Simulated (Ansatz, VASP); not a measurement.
**CaO in VASP and in Ansatz**

```
Ca O
1.0
     0.00000    2.40719    2.37250
     2.40719    0.00000    2.37250
     2.40719    2.40719    0.00000
Ca O
1 1
Direct
  0.00000 0.00000 0.00000
  0.50000 0.50000 0.50000
```

Change from the starting cell: strained cell.

Alike in both runs: functional PBEsol; k mesh 8 × 8 × 8; occupations gaussian, width 0.02 eV; no spin polarisation.

Ansatz relaxed the structure, and its values are those at the end. VASP's run is a single point on that final structure, the one shown.

```csv
,VASP,Ansatz
version,VASP 6.6.1,Ansatz 0.2.0
potentials or method,"VASP PAW PBE potentials, release 64 (Ca_sv, O), cutoff 600 eV","scalar-relativistic, plane waves, PAW"
valence electrons in the cell,16,16
```

Ansatz gave:

```
gap on the k mesh at the Fermi level (eV) : 3.49
least direct gap on the mesh (eV)         : 3.91
pressure (GPa)                            : -1.7
```

Question: What did VASP give for the same quantities?

Answer: gap on the k mesh at the Fermi level (eV): 3.47; least direct gap on the mesh (eV): 3.89; pressure (GPa): -1.1.

VASP's potentials were made for PBE, not for PBEsol, and Ansatz warns of the same on its side. The functional is the same, so the differences come from potentials, cutoffs and numerics. Ansatz's warnings: stress scf threshold loose.
